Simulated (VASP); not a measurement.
# Rh (Fm-3m) in VASP: a series of runs

Runs on Rh. Level: PBE. Tasks: single point.

Everything below comes from runs of VASP 6.6.1. Logs are shortened: lines on timing, memory, paths and dates and some standing lists are left out, and cuts for length are marked.

### 1 The cell of the first run

It takes space group Fm-3m (No. 225, cubic). The conventional cell has a = 3.905 Å, b = 3.905 Å, c = 3.905 Å, α = 90.00°, β = 90.00°, γ = 90.00°. Within 3.6 Å of Rh (site symmetry m-3m) lie 12 Rh at 2.76 Å.

### 2 Single point, PBE (14.88 Å³/atom)

Input file INCAR:

```
SYSTEM = Rh
ALGO = Normal
EDIFF = 1E-6
ENCUT = 520
GGA = PE
ISIF = 2
ISMEAR = 0
LASPH = .True.
LCHARG = .False.
LREAL = .False.
LWAVE = .False.
NBANDS = 14
NELM = 80
PREC = Accurate
SIGMA = 0.1
```

Input file KPOINTS:

```
k-points
0
Gamma
  24 24 24
  0 0 0
```

Input file POSCAR:

```
Rh
1.0
    0.0000000000      1.9523197892      1.9523197892
    1.9523197892      0.0000000000      1.9523197892
    1.9523197892      1.9523197892      0.0000000000
Rh
1
Direct
    0.0000000000      0.0000000000      0.0000000000
```

Potentials or basis: VASP PAW PBE potentials, release 64 (Rh_pv).

Run with:

```console
$ cat potpaw_PBE.64/Rh_pv/POTCAR > POTCAR
$ mpirun -np 1 vasp_std > vasp.out
```

OUTCAR:

```text
SYSTEM = Rh
   EDIFF = 1E-6
   ENCUT = 520
   GGA = PE
   ISIF = 2
   ISMEAR = 0
   LASPH = .True.
   LREAL = .False.
   NELM = 80
   PREC = Accurate

 ion  position               nearest neighbor table
   1  0.000  0.000  0.000-

  LATTYP: Found a face centered cubic cell.
 ALAT       =     3.9046395784

  Lattice vectors:

 A1 = (   0.0000000000,   1.9523197892,   1.9523197892)
 A2 = (   1.9523197892,   0.0000000000,   1.9523197892)
 A3 = (   1.9523197892,   1.9523197892,   0.0000000000)

Analysis of symmetry for initial positions (statically):
=====================================================================
 Subroutine PRICEL returns:
 Original cell was already a primitive cell.

 Routine SETGRP: Setting up the symmetry group for a
 face centered cubic supercell.

 Subroutine GETGRP returns: Found 48 space group operations
 (whereof 48 operations were pure point group operations)
 out of a pool of 48 trial point group operations.

The static configuration has the point symmetry O_h .

Analysis of symmetry for dynamics (positions and initial velocities):
=====================================================================
 Subroutine PRICEL returns:
 Original cell was already a primitive cell.

 Routine SETGRP: Setting up the symmetry group for a
 face centered cubic supercell.

 Subroutine GETGRP returns: Found 48 space group operations
 (whereof 48 operations were pure point group operations)
 out of a pool of 48 trial point group operations.

The dynamic configuration has the point symmetry O_h .

 Subroutine INISYM returns: Found 48 space group operations
 (whereof 48 operations are pure point group operations),
 and found     1 'primitive' translations

----------------------------------------------------------------------------------------

                                     Primitive cell

  volume of cell :      14.8827

  direct lattice vectors                    reciprocal lattice vectors
     0.000000000  1.952319789  1.952319789    -0.256105584  0.256105584  0.256105584
     1.952319789  0.000000000  1.952319789     0.256105584 -0.256105584  0.256105584
     1.952319789  1.952319789  0.000000000     0.256105584  0.256105584 -0.256105584

  length of vectors
     2.760997124  2.760997124  2.760997124     0.443587884  0.443587884  0.443587884

[... 84 lines left out ...]
   ISIF   =      2    stress and relaxation
   ISYM   =      2    0-nonsym 1-usesym 2-fastsym
   POTIM  = 0.5000    time-step for ionic-motion
   TEBEG  =    0.0;   TEEND  =   0.0 temperature during run
   PSTRESS=    0.0 pullay stress
   NELECT =      15.0000    total number of electrons
   NUPDOWN=      -1.0000    fix difference up-down
   EMIN   =  10.00;   EMAX   =-10.00  energy-range for DOS
   EFERMI =   0.00;   METHOD = LEGACY
   ISMEAR =     0;   SIGMA  =   0.10  broadening in eV -4-tet -1-fermi 0-gaus
   EFERMI_NEDOS =   21; number of points for ismear=-14 and -15
   IALGO  =     38    algorithm
   IMIX   =      4    mixing-type and parameters
     AMIX     =   0.40;   BMIX     =  1.00
     AMIX_MAG =   1.60;   BMIX_MAG =  1.00
  volume/ion in A,a.u.               =      14.88       100.43
  Fermi-wavevector in a.u.,A,eV,Ry     =   1.641387  3.101771 36.656149  2.694151
  Thomas-Fermi vector in A             =   2.731866
   LORBIT       =      0    0 simple, 1 ext, 2 COOP (PROOUT), +10 PAW based schemes
   GGA     = PE    functional components
   LHFCALC =     F    Hartree Fock is set to
   AEXX    =    0.0000 exact exchange contribution
   IVDW    =     0    specifies the selected vdW correction
   LEPSILON=     F    determine dielectric tensor
   LRPA    =     F    only Hartree local field effects (RPA)
 non-spin polarized calculation
 Gauss-broadening in eV      SIGMA  =   0.10
  energy-cutoff  :      520.00
  volume of cell :       14.88
 maximum number of plane-waves:       415
 NGX is ok and might be reduce to    24
   NGX = 11   NGY = 11   NGZ = 11

 number of electron      15.0000000 magnetization

 Free energy of the ion-electron system (eV)
  ---------------------------------------------------
  ext. energy  EPLUGINS =         0.00000000
  ---------------------------------------------------
  free energy    TOTEN  =        -7.22707986 eV

  energy without entropy =       -7.22012397  energy(sigma->0) =       -7.22360192

 E-fermi :  10.5004     XC(G=0): -13.5266

 val. band max:       10.4965211140   @ k =   0.3333   0.1250   0.0000
 cond. band min:      10.5021278279   @ k =   0.4167   0.0833   0.0417
 fundamental gap:      0.0056067139
 Fermi energy:        10.5004293050

 k-point     1 :       0.0000    0.0000    0.0000
  band No.  band energies     occupation
      1     -35.7415      2.00000
      2     -35.7415      2.00000
      3     -35.7415      2.00000
      4       3.1226      2.00000
      5       7.7831      2.00000
      6       7.7831      2.00000
      7       7.7831      2.00000
      8       9.6210      2.00000
      9       9.6210      2.00000
     10      26.5266      0.00000
     11      31.2631      0.00000
     12      31.5441      0.00000
     13      31.5441      0.00000
     14      31.5441      0.00000
[... 377 lines left out ...]
      1     -36.2764      2.00000
      2     -35.8214      2.00000
      3     -35.8212      2.00000
      4       5.0903      2.00000
      5       7.7042      2.00000
      6       7.7988      2.00000
      7      10.1719      2.00000
      8      10.9603      0.00000
      9      11.5786      0.00000
     10      18.9663      0.00000
     11      26.1959      0.00000
     12      30.9886      0.00000
     13      31.2443      0.00000
     14      31.2851      0.00000

 [... further k-points ...]

------------------------ aborting loop because EDIFF is reached ----------------------------------------

  FORCE on cell =-STRESS in cart. coord.  units (eV):
  Direction    XX          YY          ZZ          XY          YZ          ZX
  --------------------------------------------------------------------------------------
  -------------------------------------------------------------------------------------
  Total       -1.1893164     -1.1893164     -1.1893164      0.0000000     -0.0000000     -0.0000000
  in kB     -128.0339402   -128.0339402   -128.0339402      0.0000000     -0.0000000     -0.0000000
  external PRESSURE =    -128.0339402 kB  Pullay stress =       0.0000000 kB

 VOLUME and BASIS-vectors are now :
 -----------------------------------------------------------------------------
  energy-cutoff  :      520.00
  volume of cell :       14.88
      direct lattice vectors                 reciprocal lattice vectors
     0.000000000  1.952319789  1.952319789    -0.256105584  0.256105584  0.256105584
     1.952319789  0.000000000  1.952319789     0.256105584 -0.256105584  0.256105584
     1.952319789  1.952319789  0.000000000     0.256105584  0.256105584 -0.256105584

 POSITION                                       TOTAL-FORCE (eV/Angst)
 -----------------------------------------------------------------------------------
      0.00000      0.00000      0.00000        -0.000000      0.000000      0.000000
 -----------------------------------------------------------------------------------
    total drift:                               -0.000000      0.000000      0.000000

  FREE ENERGIE OF THE ION-ELECTRON SYSTEM (eV)
  ---------------------------------------------------
  free  energy   TOTEN  =        -7.2270798595 eV

  energy  without entropy=       -7.2201239742  energy(sigma->0) =       -7.22360192
```

OSZICAR:

```text
N       E                     dE             d eps       ncg     rms          rms(c)
DAV:   1     0.120225866169E+03    0.12023E+03   -0.87975E+03 11622   0.113E+03
DAV:   2    -0.612789276161E+01   -0.12635E+03   -0.12062E+03 12716   0.336E+02
DAV:   3    -0.772918497194E+01   -0.16013E+01   -0.15981E+01 14108   0.417E+01
DAV:   4    -0.773559888264E+01   -0.64139E-02   -0.64133E-02 13544   0.272E+00
DAV:   5    -0.773565997984E+01   -0.61097E-04   -0.61098E-04 14028   0.236E-01    0.833E+00
DAV:   6    -0.723990603712E+01    0.49575E+00   -0.90672E-01 12674   0.129E+01    0.269E+00
DAV:   7    -0.723006588346E+01    0.98402E-02   -0.19528E-02 13268   0.125E+00    0.138E+00
DAV:   8    -0.722714786237E+01    0.29180E-02   -0.28386E-03 12656   0.707E-01    0.995E-02
DAV:   9    -0.722707780175E+01    0.70061E-04   -0.89622E-05 12632   0.130E-01    0.114E-02
DAV:  10    -0.722707998257E+01   -0.21808E-05   -0.37619E-06 13586   0.232E-02    0.239E-03
DAV:  11    -0.722707985947E+01    0.12309E-06   -0.25117E-07  6244   0.671E-03
   1 F= -.72270799E+01 E0= -.72236019E+01  d E =-.695589E-02
```

Run time: 93 s. Hardware: 1 thread of Intel Xeon 8259CL, shared host; peak memory 0.21 GiB.

Results:

```
Free energy            : -7.2271 eV
Pressure               : -12.8 GPa
Band gap on the k mesh : zero (an odd number of electrons rules out a gap without spin polarisation)
```

Levels at points of the mesh, in eV from the Fermi level:
```tsv
k point	band 3	band 4	band 5	band 6	band 7	band 8	band 9	band 10	band 11	band 12
(0.00, 0.00, 0.00)	-46.24	-7.38	-2.72	-2.72	-2.72	-0.88	-0.88	16.03	20.76	21.04
(0.50, 0.00, 0.00)	-46.32	-5.48	-2.78	-2.78	0.49	0.49	0.84	7.87	15.50	20.57
(0.50, 0.50, 0.00)	-46.45	-5.60	-5.26	0.46	0.85	0.85	3.19	11.31	12.86	12.86
```

Caveat: the cell stands under tension.

### 3 Single point, PBE (15.44 Å³/atom)

This run uses another cell than the first one, of 15.44 Å³/atom.

Input file INCAR:

```
SYSTEM = Rh
PREC = Accurate
ENCUT = 520
EDIFF = 1E-6
ISMEAR = 0
SIGMA = 0.1
LREAL = .FALSE.
LASPH = .TRUE.
NELM = 100
ALGO = Normal
ISIF = 2
LWAVE = .FALSE.
LCHARG = .FALSE.
GGA = PE
NBANDS = 14
```

Input file KPOINTS:

```
regular mesh
0
G
  24 24 24
  0 0 0
```

Input file POSCAR:

```
Rh
1.0
    0.0000000000      1.9765746891      1.9765746891
    1.9765746891      0.0000000000      1.9765746891
    1.9765746891      1.9765746891      0.0000000000
Rh
1
Direct
    0.0000000000      0.0000000000      0.0000000000
```

Potentials or basis: VASP PAW PBE potentials, release 64 (Rh_pv).

Run with:

```console
$ cat potpaw_PBE.64/Rh_pv/POTCAR > POTCAR
$ mpirun -np 1 vasp_std > vasp.out
```

OUTCAR:

```text
SYSTEM = Rh
   PREC = Accurate
   ENCUT = 520
   EDIFF = 1E-6
   ISMEAR = 0
   LREAL = .FALSE.
   LASPH = .TRUE.
   NELM = 100
   ISIF = 2
   GGA = PE

 ion  position               nearest neighbor table
   1  0.000  0.000  0.000-

  LATTYP: Found a face centered cubic cell.
 ALAT       =     3.9531493782

  Lattice vectors:

 A1 = (   0.0000000000,   1.9765746891,   1.9765746891)
 A2 = (   1.9765746891,   0.0000000000,   1.9765746891)
 A3 = (   1.9765746891,   1.9765746891,   0.0000000000)

Analysis of symmetry for initial positions (statically):
=====================================================================
 Subroutine PRICEL returns:
 Original cell was already a primitive cell.

 Routine SETGRP: Setting up the symmetry group for a
 face centered cubic supercell.

 Subroutine GETGRP returns: Found 48 space group operations
 (whereof 48 operations were pure point group operations)
 out of a pool of 48 trial point group operations.

The static configuration has the point symmetry O_h .

Analysis of symmetry for dynamics (positions and initial velocities):
=====================================================================
[... 171 lines left out ...]
      6       7.3225      2.00000
      7       7.3225      2.00000
      8       9.0545      2.00000
      9       9.0545      2.00000
     10      25.9025      0.00000
     11      30.7176      0.00000
     12      30.7176      0.00000
     13      30.7176      0.00000
     14      30.7619      0.00000
[... 377 lines left out ...]
      1     -36.7605      2.00000
      2     -36.3625      2.00000
      3     -36.3623      2.00000
      4       4.7480      2.00000
      5       7.2517      2.00000
      6       7.3404      2.00000
      7       9.5993      1.99995
      8      10.3151      0.00000
      9      10.9522      0.00000
     10      18.0195      0.00000
     11      25.5450      0.00000
     12      30.0019      0.00000
     13      30.2741      0.00000
     14      30.7633      0.00000

 [... further k-points ...]

------------------------ aborting loop because EDIFF is reached ----------------------------------------

  FORCE on cell =-STRESS in cart. coord.  units (eV):
  Direction    XX          YY          ZZ          XY          YZ          ZX
  --------------------------------------------------------------------------------------
  -------------------------------------------------------------------------------------
  Total       -1.8344688     -1.8344688     -1.8344688      0.0000000     -0.0000000     -0.0000000
  in kB     -190.3054464   -190.3054464   -190.3054464      0.0000000     -0.0000000     -0.0000000
  external PRESSURE =    -190.3054464 kB  Pullay stress =       0.0000000 kB

 VOLUME and BASIS-vectors are now :
 -----------------------------------------------------------------------------
  energy-cutoff  :      520.00
  volume of cell :       15.44
      direct lattice vectors                 reciprocal lattice vectors
     0.000000000  1.976574689  1.976574689    -0.252962867  0.252962867  0.252962867
     1.976574689  0.000000000  1.976574689     0.252962867 -0.252962867  0.252962867
     1.976574689  1.976574689  0.000000000     0.252962867  0.252962867 -0.252962867

 POSITION                                       TOTAL-FORCE (eV/Angst)
 -----------------------------------------------------------------------------------
      0.00000      0.00000      0.00000         0.000000      0.000000      0.000000
 -----------------------------------------------------------------------------------
    total drift:                               -0.000000      0.000000      0.000000

  FREE ENERGIE OF THE ION-ELECTRON SYSTEM (eV)
  ---------------------------------------------------
  free  energy   TOTEN  =        -7.1711763274 eV

  energy  without entropy=       -7.1635809974  energy(sigma->0) =       -7.16737866
```

Run time: 74 s. Hardware: 1 thread of Intel Xeon 8259CL, shared host; peak memory 0.21 GiB.

What came out:

```
Free energy            : -7.1712 eV
Pressure               : -19.0 GPa
Band gap on the k mesh : zero (an odd number of electrons rules out a gap without spin polarisation)
```

Levels at points of the mesh, in eV from the Fermi level:
| k point | band 3 | band 4 | band 5 | band 6 | band 7 | band 8 | band 9 | band 10 | band 11 | band 12 |
| --- | --- | --- | --- | --- | --- | --- | --- | --- | --- | --- |
| (0.00, 0.00, 0.00) | -46.18 | -7.12 | -2.56 | -2.56 | -2.56 | -0.83 | -0.83 | 16.02 | 20.83 | 20.83 |
| (0.50, 0.00, 0.00) | -46.25 | -5.20 | -2.62 | -2.62 | 0.46 | 0.46 | 0.89 | 7.53 | 15.48 | 20.22 |
| (0.50, 0.50, 0.00) | -46.36 | -5.29 | -4.97 | 0.43 | 0.80 | 0.80 | 3.16 | 10.88 | 12.65 | 12.65 |

Caveat: the cell stands under tension.

(Continued in part 2 of 2.)
